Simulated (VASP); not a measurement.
# KF (Carobbiite) (Fm-3m) in VASP: a series of runs

The runs below take KF (Carobbiite) through electric field gradients, with PBE.

All numbers are computed with VASP 6.6.1; they aren't measurements. Logs are shortened: lines on timing, memory, paths and dates and some standing lists are left out, and cuts for length are marked.

## Step 1: The cell of the first run

It takes space group Fm-3m (No. 225, cubic). The conventional cell has a = 3.937 Å, b = 3.937 Å, c = 3.937 Å, α = 90.00°, β = 90.00°, γ = 90.00°. K (site symmetry m-3m) has 6 F at 1.97 Å within 2.6 Å. Within 2.6 Å of F (site symmetry m-3m) lie 6 K at 1.97 Å.

## Step 2: Electric field gradients, PBE (volume scaled by 0.4)

Contents of INCAR:

```
PREC     = Accurate       # precision mode
ENCUT    = 520            # plane-wave cutoff, eV
EDIFF    = 1E-8           # SCF threshold, eV
ISMEAR   = -1             # smearing method
SIGMA    = 0.03           # smearing width, eV
LREAL    = F              # projectors in reciprocal space
LASPH    = T              # aspherical terms in the spheres
NELM     = 60             # most SCF steps
ALGO     = Normal         # electronic algorithm
ISIF     = 2              # what is computed and relaxed
LWAVE    = F              # write WAVECAR
LCHARG   = F              # write CHGCAR
GGA      = PE             # functional
LEFG     = T            
NBANDS   = 15             # bands
```

Contents of KPOINTS:

```
Automatic mesh
0
Gamma
  9 9 9
```

Contents of POSCAR:

```
KF
1.0
    0.0000000000      1.9686359119      1.9686359119
    1.9686359119      0.0000000000      1.9686359119
    1.9686359119      1.9686359119      0.0000000000
K F
1 1
Direct
    0.0000000000      0.0000000000      0.0000000000
    0.5000000000      0.5000000000      0.5000000000
```

Potentials or basis: VASP PAW PBE potentials, release 64 (K_sv, F).

Run with:

```
cat potpaw_PBE.64/K_sv/POTCAR potpaw_PBE.64/F/POTCAR > POTCAR
mpirun -np 1 vasp_std > vasp.out
```

OUTCAR:

```text
PREC = Accurate
   ENCUT = 520
   EDIFF = 1E-8
   ISMEAR = -1
   LREAL = F
   LASPH = T
   NELM = 60
   ISIF = 2
   GGA = PE

 ion  position               nearest neighbor table
   1  0.000  0.000  0.000-   2 1.97   2 1.97   2 1.97   2 1.97   2 1.97   2 1.97
   2  0.500  0.500  0.500-   1 1.97   1 1.97   1 1.97   1 1.97   1 1.97   1 1.97

  LATTYP: Found a face centered cubic cell.
 ALAT       =     3.9372718238

  Lattice vectors:

 A1 = (   0.0000000000,   1.9686359119,   1.9686359119)
 A2 = (   1.9686359119,   0.0000000000,   1.9686359119)
 A3 = (   1.9686359119,   1.9686359119,   0.0000000000)

Analysis of symmetry for initial positions (statically):
=====================================================================
 Subroutine PRICEL returns:
 Original cell was already a primitive cell.

 Routine SETGRP: Setting up the symmetry group for a
 face centered cubic supercell.

 Subroutine GETGRP returns: Found 48 space group operations
 (whereof 48 operations were pure point group operations)
 out of a pool of 48 trial point group operations.

The static configuration has the point symmetry O_h .

Analysis of symmetry for dynamics (positions and initial velocities):
=====================================================================
 Subroutine PRICEL returns:
 Original cell was already a primitive cell.

 Routine SETGRP: Setting up the symmetry group for a
 face centered cubic supercell.

 Subroutine GETGRP returns: Found 48 space group operations
 (whereof 48 operations were pure point group operations)
 out of a pool of 48 trial point group operations.

The dynamic configuration has the point symmetry O_h .

 Subroutine INISYM returns: Found 48 space group operations
 (whereof 48 operations are pure point group operations),
 and found     1 'primitive' translations

----------------------------------------------------------------------------------------

                                     Primitive cell

  volume of cell :      15.2590

  direct lattice vectors                    reciprocal lattice vectors
     0.000000000  1.968635912  1.968635912    -0.253982972  0.253982972  0.253982972
     1.968635912  0.000000000  1.968635912     0.253982972 -0.253982972  0.253982972
     1.968635912  1.968635912  0.000000000     0.253982972  0.253982972 -0.253982972

  length of vectors
[... 134 lines left out ...]
 fundamental gap:      3.9080068985
 Fermi energy:         6.1356371255

 k-point     1 :       0.0000    0.0000    0.0000
  band No.  band energies     occupation
      1     -25.5640      2.00000
      2     -14.5814      2.00000
      3      -4.6974      2.00000
      4      -4.6974      2.00000
      5      -4.6974      2.00000
      6       3.0643      2.00000
      7       3.0643      2.00000
      8       3.0643      2.00000
      9      14.3387      0.00000
     10      14.3387      0.00000
     11      14.3387      0.00000
     12      17.4817      0.00000
     13      17.9627      0.00000
     14      17.9627      0.00000
[... 401 lines left out ...]
      2     -17.4469      2.00000
      3      -9.9225      2.00000
      4      -7.0206      2.00000
      5      -7.0206      2.00000
      6       4.2851      2.00000
      7       4.2851      2.00000
      8       5.1404      2.00000
      9       9.2854      0.00000
     10      19.7265      0.00000
     11      21.0226      0.00000
     12      23.0171      0.00000
     13      23.0171      0.00000
     14      24.5642      0.00000
     15      34.2067      0.00000

 [... further k-points ...]

------------------------ aborting loop because EDIFF is reached ----------------------------------------

  FORCE on cell =-STRESS in cart. coord.  units (eV):
  Direction    XX          YY          ZZ          XY          YZ          ZX
  --------------------------------------------------------------------------------------
  -------------------------------------------------------------------------------------
  Total       28.2807588     28.2807588     28.2807588     -0.0000000      0.0000000     -0.0000000
  in kB     2969.4460146   2969.4460146   2969.4460146     -0.0000000      0.0000000     -0.0000000
  external PRESSURE =    2969.4460146 kB  Pullay stress =       0.0000000 kB

 VOLUME and BASIS-vectors are now :
 -----------------------------------------------------------------------------
  energy-cutoff  :      520.00
  volume of cell :       15.26
      direct lattice vectors                 reciprocal lattice vectors
     0.000000000  1.968635912  1.968635912    -0.253982972  0.253982972  0.253982972
     1.968635912  0.000000000  1.968635912     0.253982972 -0.253982972  0.253982972
     1.968635912  1.968635912  0.000000000     0.253982972  0.253982972 -0.253982972

 POSITION                                       TOTAL-FORCE (eV/Angst)
 -----------------------------------------------------------------------------------
      0.00000      0.00000      0.00000        -0.000000     -0.000000      0.000000
      1.96864      1.96864      1.96864         0.000000      0.000000     -0.000000
 -----------------------------------------------------------------------------------
    total drift:                                0.000000     -0.000000      0.000000

  FREE ENERGIE OF THE ION-ELECTRON SYSTEM (eV)
  ---------------------------------------------------
  free  energy   TOTEN  =         0.7655985332 eV

  energy  without entropy=        0.7655985332  energy(sigma->0) =        0.76559853

 Electric field gradients (V/A^2)
---------------------------------------------------------------------
 ion       V_xx      V_yy      V_zz      V_xy      V_xz      V_yz
---------------------------------------------------------------------
   1       0.000     0.000    -0.000     0.000     0.000     0.000
   2       0.000    -0.000    -0.000     0.002     0.002     0.002
---------------------------------------------------------------------

 Electric field gradients after diagonalization (V/A^2)
 (convention: |V_zz| > |V_xx| > |V_yy|)
----------------------------------------------------------------------
 ion       V_xx      V_yy      V_zz     asymmetry (V_yy - V_xx)/ V_zz
----------------------------------------------------------------------
   1      -0.000    -0.000     0.000       0.000
   2      -0.002    -0.002     0.005       0.000
----------------------------------------------------------------------

           NMR quadrupolar parameters

 Cq : quadrupolar parameter    Cq=e*Q*V_zz/h
 eta: asymmetry parameters     (V_yy - V_xx)/ V_zz
 Q  : nuclear electric quadrupole moment in mb (millibarn)
----------------------------------------------------------------------
 ion       Cq(MHz)       eta       Q (mb)
----------------------------------------------------------------------
   1       0.000       0.000       1.000
   2       0.000       0.000       1.000
----------------------------------------------------------------------
```

stdout:

```text
POSCAR found type information on POSCAR K F
 POSCAR found :  2 types and       2 ions
 scaLAPACK will be used
 LDA part: xc-table for (Slater+PW92), standard interpolation
 POSCAR, INCAR and KPOINTS ok, starting setup
 FFT: planning ... GRIDC
 FFT: planning ... GRID_SOFT
 FFT: planning ... GRID
 WAVECAR not read
 entering main loop
ion   1

ion   2
```

Run time: 5 s. Hardware: 1 thread of Intel Xeon 6975P-C (Granite Rapids), shared host; peak memory 0.14 GiB.

Results:

```
Free energy            : 0.7656 eV
Pressure               : 296.9 GPa
Band gap on the k mesh : 3.91 eV, indirect (least direct gap 4.14 eV)
```

Levels at points of the mesh, in eV from the valence-band top:
```tsv
k point	band 4	band 5	band 6	band 7	band 8	band 9	band 10	band 11	band 12	band 13
(0.00, 0.00, 0.00)	-10.07	-10.07	-2.31	-2.31	-2.31	8.96	8.96	8.96	12.10	12.59
```

Caveat: without QUAD_EFG the Cq values of the log hold for a quadrupole moment of 1 mb, not for the nuclei.

## Step 3: Electric field gradients, PBE (volume scaled by 0.55)

Contents of INCAR:

```
SYSTEM = KF
PREC = Accurate
ENCUT = 520
EDIFF = 1E-8
ISMEAR = -1
SIGMA = 0.03
LREAL = .FALSE.
LASPH = .TRUE.
NELM = 100
ALGO = Normal
ISIF = 2
LWAVE = .FALSE.
LCHARG = .FALSE.
GGA = PE
LEFG = .TRUE.
NBANDS = 15
```

Contents of KPOINTS:

```
regular mesh
0
G
  9 9 9
  0 0 0
```

Contents of POSCAR:

```
KF
1.0
    0.0000000000      2.1891035368      2.1891035368
    2.1891035368      0.0000000000      2.1891035368
    2.1891035368      2.1891035368      0.0000000000
K F
1 1
Direct
    0.0000000000      0.0000000000      0.0000000000
    0.5000000000      0.5000000000      0.5000000000
```

Potentials or basis: VASP PAW PBE potentials, release 64 (K_sv, F).

Run with:

```
cat potpaw_PBE.64/K_sv/POTCAR potpaw_PBE.64/F/POTCAR > POTCAR
mpirun -np 1 vasp_std > vasp.out
```

OUTCAR:

```text
SYSTEM = KF
   PREC = Accurate
   ENCUT = 520
   EDIFF = 1E-8
   ISMEAR = -1
   LREAL = .FALSE.
   LASPH = .TRUE.
   NELM = 100
   ISIF = 2
   GGA = PE

 ion  position               nearest neighbor table
   1  0.000  0.000  0.000-   2 2.19   2 2.19   2 2.19   2 2.19   2 2.19   2 2.19
   2  0.500  0.500  0.500-   1 2.19   1 2.19   1 2.19   1 2.19   1 2.19   1 2.19

  LATTYP: Found a face centered cubic cell.
 ALAT       =     4.3782070736

  Lattice vectors:

 A1 = (   0.0000000000,   2.1891035368,   2.1891035368)
[... 644 lines left out ...]
  ---------------------------------------------------
  free  energy   TOTEN  =        -5.3889254132 eV

  energy  without entropy=       -5.3889254132  energy(sigma->0) =       -5.38892541

 Electric field gradients (V/A^2)
---------------------------------------------------------------------
 ion       V_xx      V_yy      V_zz      V_xy      V_xz      V_yz
---------------------------------------------------------------------
   1      -0.000    -0.000     0.000     0.000     0.000     0.000
   2       0.000     0.000     0.000    -0.001    -0.001    -0.001
---------------------------------------------------------------------

 Electric field gradients after diagonalization (V/A^2)
 (convention: |V_zz| > |V_xx| > |V_yy|)
----------------------------------------------------------------------
 ion       V_xx      V_yy      V_zz     asymmetry (V_yy - V_xx)/ V_zz
----------------------------------------------------------------------
   1      -0.000    -0.000     0.000       0.000
   2       0.001     0.001    -0.003       0.000
----------------------------------------------------------------------

           NMR quadrupolar parameters

 Cq : quadrupolar parameter    Cq=e*Q*V_zz/h
 eta: asymmetry parameters     (V_yy - V_xx)/ V_zz
 Q  : nuclear electric quadrupole moment in mb (millibarn)
----------------------------------------------------------------------
 ion       Cq(MHz)       eta       Q (mb)
----------------------------------------------------------------------
   1       0.000       0.000       1.000
   2      -0.000       0.000       1.000
----------------------------------------------------------------------
```

OSZICAR:

```text
N       E                     dE             d eps       ncg     rms          rms(c)
DAV:   1     0.120104323601E+03    0.12010E+03   -0.91806E+03  1050   0.114E+03
DAV:   2    -0.307694888029E+01   -0.12318E+03   -0.11034E+03  1330   0.307E+02
DAV:   3    -0.671411383597E+01   -0.36372E+01   -0.36198E+01  1302   0.499E+01
DAV:   4    -0.678729682549E+01   -0.73183E-01   -0.73155E-01  1320   0.765E+00
DAV:   5    -0.679007492175E+01   -0.27781E-02   -0.27781E-02  1385   0.119E+00    0.129E+01
DAV:   6    -0.537996614446E+01    0.14101E+01   -0.31009E+00  1122   0.262E+01    0.129E+01
DAV:   7    -0.538602822605E+01   -0.60621E-02   -0.17315E-01  1407   0.369E+00    0.752E+00
DAV:   8    -0.538861536413E+01   -0.25871E-02   -0.29546E-02  1351   0.197E+00    0.291E-01
DAV:   9    -0.538880765969E+01   -0.19230E-03   -0.51321E-03  1276   0.825E-01    0.129E-01
DAV:  10    -0.538892639373E+01   -0.11873E-03   -0.76611E-04  1150   0.349E-01    0.583E-02
DAV:  11    -0.538892534487E+01    0.10489E-05   -0.10481E-04  1379   0.120E-01    0.117E-02
DAV:  12    -0.538892522321E+01    0.12166E-06   -0.62971E-06  1273   0.326E-02    0.477E-03
DAV:  13    -0.538892566526E+01   -0.44205E-06   -0.21754E-06  1248   0.173E-02    0.339E-03
DAV:  14    -0.538892537804E+01    0.28721E-06   -0.53946E-07  1320   0.944E-03    0.482E-04
DAV:  15    -0.538892539882E+01   -0.20774E-07   -0.26407E-08  1260   0.169E-03    0.750E-05
DAV:  16    -0.538892541226E+01   -0.13442E-07   -0.39448E-10   749   0.202E-04    0.273E-05
DAV:  17    -0.538892541320E+01   -0.94474E-09   -0.37777E-11   567   0.671E-05
   1 F= -.53889254E+01 E0= -.53889254E+01  d E =-.328024E-12
```

Run time: 5.3 s. Hardware: 1 thread of Intel Xeon 6975P-C (Granite Rapids), shared host; peak memory 0.13 GiB.

What came out:

| Quantity | Value |
| --- | --- |
| Free energy | -5.3889 eV |
| Pressure | 91.6 GPa |
| Band gap on the k mesh | 6.90 eV, indirect (least direct gap 7.04 eV) |

Caveat: without QUAD_EFG the Cq values of the log hold for a quadrupole moment of 1 mb, not for the nuclei. A k mesh can miss the band edges.

## Step 4: Electric field gradients, PBE (volume scaled by 0.6)

Contents of INCAR:

```
SYSTEM = KF
PREC = Accurate ; ENCUT = 520
EDIFF = 1E-8 ; ISMEAR = -1
SIGMA = 0.03 ; LREAL = .False.
LASPH = .True. ; NELM = 100
ALGO = Normal ; ISIF = 2
LWAVE = .False. ; LCHARG = .False.
GGA = PE ; LEFG = .True.
NBANDS = 15
```

Contents of KPOINTS:

```
regular mesh
0
Gamma
  9 9 9
  0 0 0
```

Contents of POSCAR:

```
KF
1.0
    0.0000000000      2.2535255668      2.2535255668
    2.2535255668      0.0000000000      2.2535255668
    2.2535255668      2.2535255668      0.0000000000
K F
1 1
Direct
    0.0000000000      0.0000000000      0.0000000000
    0.5000000000      0.5000000000      0.5000000000
```

Potentials or basis: VASP PAW PBE potentials, release 64 (K_sv, F).

Run with:

```
cat potpaw_PBE.64/K_sv/POTCAR potpaw_PBE.64/F/POTCAR > POTCAR
mpirun -np 1 vasp_std > vasp.out
```

OUTCAR:

```text
SYSTEM = KF
   PREC = Accurate
   ENCUT = 520
   EDIFF = 1E-8
   ISMEAR = -1
   LREAL = .False.
   LASPH = .True.
   NELM = 100
   ISIF = 2
   GGA = PE

 ion  position               nearest neighbor table
   1  0.000  0.000  0.000-   2 2.25   2 2.25   2 2.25   2 2.25   2 2.25   2 2.25
   2  0.500  0.500  0.500-   1 2.25   1 2.25   1 2.25   1 2.25   1 2.25   1 2.25

  LATTYP: Found a face centered cubic cell.
 ALAT       =     4.5070511336

  Lattice vectors:

 A1 = (   0.0000000000,   2.2535255668,   2.2535255668)
[... 644 lines left out ...]
  ---------------------------------------------------
  free  energy   TOTEN  =        -6.3088435528 eV

  energy  without entropy=       -6.3088435528  energy(sigma->0) =       -6.30884355

 Electric field gradients (V/A^2)
---------------------------------------------------------------------
 ion       V_xx      V_yy      V_zz      V_xy      V_xz      V_yz
---------------------------------------------------------------------
   1      -0.000     0.000    -0.000     0.000     0.000     0.000
   2      -0.000     0.000    -0.000     0.004     0.004     0.004
---------------------------------------------------------------------

 Electric field gradients after diagonalization (V/A^2)
 (convention: |V_zz| > |V_xx| > |V_yy|)
----------------------------------------------------------------------
 ion       V_xx      V_yy      V_zz     asymmetry (V_yy - V_xx)/ V_zz
----------------------------------------------------------------------
   1      -0.000    -0.000     0.001       0.000
   2      -0.004    -0.004     0.009       0.000
----------------------------------------------------------------------

           NMR quadrupolar parameters

 Cq : quadrupolar parameter    Cq=e*Q*V_zz/h
 eta: asymmetry parameters     (V_yy - V_xx)/ V_zz
 Q  : nuclear electric quadrupole moment in mb (millibarn)
----------------------------------------------------------------------
 ion       Cq(MHz)       eta       Q (mb)
----------------------------------------------------------------------
   1       0.000       0.000       1.000
   2       0.000       0.000       1.000
----------------------------------------------------------------------
```

stdout:

```text
POSCAR found type information on POSCAR K F
 POSCAR found :  2 types and       2 ions
 scaLAPACK will be used
 LDA part: xc-table for (Slater+PW92), standard interpolation
 POSCAR, INCAR and KPOINTS ok, starting setup
 FFT: planning ... GRIDC
 FFT: planning ... GRID_SOFT
 FFT: planning ... GRID
 WAVECAR not read
 entering main loop
ion   1

ion   2
```

Run time: 5 s. Hardware: 1 thread of Intel Xeon 6975P-C (Granite Rapids), shared host; peak memory 0.14 GiB.

What came out:

| Property | Result |
| --- | --- |
| Free energy | -6.3088 eV |
| Pressure | 63.9 GPa |
| Band gap on the k mesh | 7.42 eV, indirect (least direct gap 7.54 eV) |

Caveat: without QUAD_EFG the Cq values of the log hold for a quadrupole moment of 1 mb, not for the nuclei. A k mesh can miss the band edges.

(Continued in part 2 of 2.)
